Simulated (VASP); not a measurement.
# WC (Qusongite) (P-6m2) in VASP: further runs, part 2 of 2

VASP 6.6.1. Earlier steps stand in the parts before.

### Step 3. Relaxation of cell and atoms, PBEsol

This run uses another cell than the first one, of 10.38 Å³/atom, 1.009 times its volume.

INCAR

```
SYSTEM = WC
PREC     = Accurate       ! precision mode
ENCUT    = 600            ! plane-wave cutoff, eV
EDIFF    = 1E-7           ! SCF threshold, eV
ISMEAR   = -1             ! smearing method
SIGMA    = 0.1            ! smearing width, eV
LREAL    = .FALSE.        ! projectors in reciprocal space
LASPH    = .TRUE.         ! aspherical terms in the spheres
NELM     = 80             ! most SCF steps
ALGO     = Normal         ! electronic algorithm
ISIF     = 3              ! what is computed and relaxed
LWAVE    = .FALSE.        ! write WAVECAR
LCHARG   = .FALSE.        ! write CHGCAR
GGA      = PS             ! functional
IBRION   = 2              ! ionic algorithm
NSW      = 80             ! ionic steps
EDIFFG   = -0.03          ! ionic threshold
```

KPOINTS

```
Automatic mesh
0
G
  10 10 9
  0 0 0
```

POSCAR

```
WC
1.0
    2.9065000000      0.0000000000      0.0000000000
   -1.4532500000      2.5171030000      0.0000000000
    0.0000000000      0.0000000000      2.8366000000
W C
1 1
Direct
    0.0000000000      0.0000000000      0.0000000000
    0.6666666667      0.3333333333      0.5000000000
```

Potentials or basis: VASP PAW PBE potentials, release 64 (W_sv, C).

Command:

```console
$ cat potpaw_PBE.64/W_sv/POTCAR potpaw_PBE.64/C/POTCAR > POTCAR
$ mpirun -np 1 vasp_std > vasp.out
```

OUTCAR:

```text
SYSTEM = WC
   PREC = Accurate
   ENCUT = 600
   EDIFF = 1E-7
   ISMEAR = -1
   LREAL = .FALSE.
   LASPH = .TRUE.
   NELM = 80
   ISIF = 3
   GGA = PS
   IBRION = 2
   NSW = 80
   EDIFFG = -0.03

 ion  position               nearest neighbor table
   1  0.000  0.000  0.000-   2 2.20   2 2.20   2 2.20   2 2.20   2 2.20   2 2.20
   2  0.667  0.333  0.500-   1 2.20   1 2.20   1 2.20   1 2.20   1 2.20   1 2.20

  LATTYP: Found a hexagonal cell.
 ALAT       =     2.9065000000
 C/A-ratio  =     0.9759504559

  Lattice vectors:

 A1 = (   2.9065000000,   0.0000000000,   0.0000000000)
 A2 = (  -1.4532500000,   2.5171030000,   0.0000000000)
 A3 = (   0.0000000000,   0.0000000000,   2.8366000000)

Analysis of symmetry for initial positions (statically):
[... 260 lines left out ...]
 fundamental gap:      0.0427454828
 Fermi energy:        11.0222810061

 k-point     1 :       0.0000    0.0000    0.0000
  band No.  band energies     occupation
      1     -62.9091      2.00000
      2     -26.8968      2.00000
      3     -26.7904      2.00000
      4     -26.7904      2.00000
      5      -3.4619      2.00000
      6       6.6507      2.00000
      7       7.6523      2.00000
      8       7.6523      2.00000
      9      11.1356      0.48724
     10      14.2660      0.00000
     11      14.2660      0.00000
     12      16.6997      0.00000
     13      16.6997      0.00000
[... 354 lines left out ...]
  band No.  band energies     occupation
      1     -62.8442      2.00000
      2     -27.5681      2.00000
      3     -27.0224      2.00000
      4     -26.8685      2.00000
      5       0.0265      2.00000
      6       4.0715      2.00000
      7       6.7688      2.00000
      8       8.2715      2.00000
      9       9.7305      2.00000
     10      13.6873      0.00000
     11      15.0956      0.00000
     12      16.0097      0.00000
     13      18.0886      0.00000

 [... further k-points ...]
[... 5 lines left out ...]
  --------------------------------------------------------------------------------------
  -------------------------------------------------------------------------------------
  Total        0.0046311      0.0046311     -0.0091364     -0.0000000     -0.0000000      0.0000000
  in kB        0.3595523      0.3595524     -0.7093274     -0.0000000     -0.0000000      0.0000000
  external PRESSURE =       0.0032591 kB  Pullay stress =       0.0000000 kB
[... 17 lines left out ...]
  FREE ENERGIE OF THE ION-ELECTRON SYSTEM (eV)
  ---------------------------------------------------
  free  energy   TOTEN  =       -23.9085391911 eV

  energy  without entropy=      -23.9009170846  energy(sigma->0) =      -23.90472814

 reached required accuracy - stopping structural energy minimisation
```

CONTCAR:

```text
WC
   1.00000000000000
     2.9019788213048923    0.0000000000000000    0.0000000000000000
    -1.4509894106524461    2.5131875436301261   -0.0000000000000000
    -0.0000000000000000   -0.0000000000000000    2.8295514665201180
  W               C
     1     1
Direct
     0.0000000000000000    0.0000000000000000    1.0000000000000000
     0.6666666667000030    0.3333333332999970    0.5000000000000000

  0.00000000E+00  0.00000000E+00  0.00000000E+00
  0.00000000E+00  0.00000000E+00  0.00000000E+00
```

It took 21 s on 1 thread of Intel Xeon Platinum 8559C (Emerald Rapids), shared host; peak memory 0.16 GiB.

Results:

| Property | Result |
| --- | --- |
| Free energy | -23.9085 eV |
| Relaxed volume | 10.32 Å³/atom |
| Relaxed cell | a = 2.902 Å, b = 2.902 Å, c = 2.830 Å, α = 90.00°, β = 90.00°, γ = 120.00° |
| Space group after relaxing (to 0.05 Å) | P-6m2 (No. 187) |
| Energy gained by relaxing | 0.4 meV/atom |
| Ionic steps | 3 |
| Pressure after relaxing | 0.0 GPa |
| Band gap on the k mesh | zero (band 9 reaches 11.69 eV, above the bottom of band 10 at 10.45 eV) |

Stress tensor (GPa, compression positive):
```
 0.04  0.00  0.00
 0.00  0.04  0.00
 0.00  0.00 -0.07
```

The path:
| step | energy change (eV) | largest force (eV/Å) | pressure (GPa) | volume (Å³) |
| --- | --- | --- | --- | --- |
| 1 | 0.0000 | 0.0000 | -2.32 | 20.75 |
| 2 | 0.0067 | 0.0000 | 7.05 | 20.30 |
| 3 | -0.0009 | 0.0000 | 0.00 | 20.64 |

Final structure:
```
W C
1.0
     2.90198    0.00000    0.00000
    -1.45099    2.51319    0.00000
     0.00000    0.00000    2.82955
W C
1 1
Direct
  0.00000 0.00000 0.00000
  0.66667 0.33333 0.50000
```

Levels at points of the mesh, in eV from the Fermi level:
```tsv
k point	band 6	band 7	band 8	band 9	band 10	band 11	band 12	band 13
(0.00, 0.00, 0.00)	-4.37	-3.37	-3.37	0.11	3.24	3.24	5.68	5.68
(0.50, 0.00, 0.00)	-7.08	-3.64	-3.62	-0.46	2.34	4.56	4.92	6.90
```

Caveat: the PAW data sets were made with another functional, which shifts forces and pressure a little; spin-orbit coupling is left out, which moves the levels of the heavy elements.

### Step 4. Single point, PBEsol

INCAR

```
PREC     = Accurate       # precision mode
ENCUT    = 910            # plane-wave cutoff, eV
EDIFF    = 1E-6           # SCF threshold, eV
ISMEAR   = -1             # smearing method
SIGMA    = 0.1            # smearing width, eV
LREAL    = F              # projectors in reciprocal space
LASPH    = T              # aspherical terms in the spheres
NELM     = 120            # most SCF steps
ALGO     = Normal         # electronic algorithm
ISIF     = 2              # what is computed and relaxed
LWAVE    = F              # write WAVECAR
LCHARG   = F              # write CHGCAR
GGA      = PS             # functional
NBANDS   = 16             # bands
GGA_COMPAT= F
```

KPOINTS

```
regular mesh
0
Gamma
  10 10 9
```

POSCAR

```
WC
1.0
    2.8994685014      0.0000000000      0.0000000000
   -1.4497342507      2.5110133797      0.0000000000
    0.0000000000      0.0000000000      2.8261058560
W C
1 1
Direct
    0.0000000000      0.0000000000      0.0000000000
    0.6666666667      0.3333333333      0.5000000000
```

Potentials or basis: VASP PAW PBE potentials, release 64 (W_sv, C_h).

Command:

```console
$ cat potpaw_PBE.64/W_sv/POTCAR potpaw_PBE.64/C_h/POTCAR > POTCAR
$ mpirun -np 1 vasp_std > vasp.out
```

Run time: 18 s. Hardware: 1 thread of Intel Xeon 6975P-C (Granite Rapids), shared host; peak memory 0.21 GiB.

It converged, with:

```
Free energy            : -23.9140 eV
Pressure               : 1.2 GPa
Band gap on the k mesh : zero (band 9 reaches 12.07 eV, above the bottom of band 10 at 10.83 eV)
```

Stress tensor (GPa, compression positive):
```
1.05 0.00 0.00
0.00 1.05 0.00
0.00 0.00 1.36
```

Levels at points of the mesh, in eV from the Fermi level:
| k point | band 7 | band 8 | band 9 | band 10 | band 11 | band 12 |
| --- | --- | --- | --- | --- | --- | --- |
| (0.00, 0.00, 0.00) | -3.38 | -3.38 | 0.12 | 3.26 | 3.26 | 5.70 |
| (0.50, 0.00, 0.00) | -3.65 | -3.64 | -0.46 | 2.36 | 4.57 | 4.94 |

Caveat: the cutoff is under 1.25 times the usual one of these potentials, so pressure, stress and relaxed cells hold a basis-set (Pulay) error; the PAW data sets were made with another functional, which shifts forces and pressure a little; spin-orbit coupling is left out, which moves the levels of the heavy elements.

### Step 5. The runs side by side

```tsv
task	potentials or basis	cell	cutoff (eV)	second run	gap on the mesh (eV)	pressure (GPa)
single point	VASP PAW PBE potentials, release 64 (W_sv, C)	a = 2.899, b = 2.899, c = 2.826 Å, angles 90.0, 90.0, 120.0°, 2 atoms	520	-	none	1.3
relaxation of cell and atoms	VASP PAW PBE potentials, release 64 (W_sv, C)	relaxed from a = 2.906, b = 2.907, c = 2.837 Å, angles 90.0, 90.0, 120.0°, 2 atoms	600	-	none	0.0
single point	VASP PAW PBE potentials, release 64 (W_sv, C_h)	a = 2.899, b = 2.899, c = 2.826 Å, angles 90.0, 90.0, 120.0°, 2 atoms	910	hard_potentials	none	1.2
```

Alike in all rows: level PBEsol; no spin polarisation; k mesh 10 × 10 × 9; smearing fermi-dirac 0.1 eV.

Caveats: the PAW data sets were made with another functional, which shifts forces and pressure a little; spin-orbit coupling is left out, which moves the levels of the heavy elements; the cutoff is under 1.25 times the usual one of these potentials, so pressure, stress and relaxed cells hold a basis-set (Pulay) error (some runs).

Absolute energies hang on the potentials; compare differences alone.
